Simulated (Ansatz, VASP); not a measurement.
## Two plane-wave programs on Bi

File INCAR:

```
SYSTEM = Bi
  PREC = Accurate
  ENCUT = 600
  EDIFF = 1E-7
  ISMEAR = 0
  SIGMA = 0.1
  LREAL = .False.
  LASPH = .True.
  NELM = 80
  ALGO = Normal
  ISIF = 3
  LWAVE = .False.
  LCHARG = .False.
  GGA = PS
  IBRION = 2
  NSW = 80
  EDIFFG = -0.01
```

Contents of KPOINTS:

```
Automatic mesh
0
Gamma
  14 14 14
  0 0 0
```

File POSCAR:

```
Bi
1.0
    0.0000000000      2.4719811504      2.4719811504
    2.4719811504      0.0000000000      2.4719811504
    2.4719811504      2.4719811504      0.0000000000
Bi
1
Direct
    0.0000000000      0.0000000000      0.0000000000
```

Input for Ansatz:

```yaml
crystal:
  lattice:
    - [0.0, 2.4719811504, 2.4719811504]
    - [2.4719811504, 0.0, 2.4719811504]
    - [2.4719811504, 2.4719811504, 0.0]
  atoms:
    - { symbol: Bi, position: [0.0, 0.0, 0.0] }
basis:
  ecutwfc: 420
kpoints:
  mp_grid: { grid: [14, 14, 14] }
hamiltonian:
  xc: pbesol
scf:
  occupations: { method: gaussian, width: 0.1 }
output:
  forces: true
  stress: true
  eigenvalues: true
relax:
  adjacent_minimum: "off"
  f_tol: 0.01
  max_steps: 60
  cell: { stress_tol: 0.1 }
```

Alike in both runs: task relaxation of cell and atoms; functional PBEsol; k mesh 14 × 14 × 14; occupations gaussian, width 0.1 eV; no spin polarisation.

|  | VASP | Ansatz |
| --- | --- | --- |
| version | VASP 6.6.1 | Ansatz 0.2.0 |
| potentials or method | VASP PAW PBE potentials, release 64 (Bi_d), cutoff 600 eV | scalar-relativistic, plane waves, PAW |
| valence electrons in the cell | 15 | 15 |

Ansatz gave:

| Property | Result |
| --- | --- |
| gap on the k mesh at the Fermi level, each at its own relaxed structure (eV) | none |
| relaxed volume (Å³/atom) | 30.21 |
| relaxed cell length with the largest relative difference (Å) | 3.496 |

Question: Estimate VASP's values.

Answer: gap on the k mesh at the Fermi level, each at its own relaxed structure (eV): none; relaxed volume (Å³/atom): 30.27; relaxed cell length with the largest relative difference (Å): 3.498.

VASP's potentials were made for PBE, not for PBEsol. A gap of «none» marks a metal or a gap that the smearing closes.

Spin-orbit coupling is off throughout.
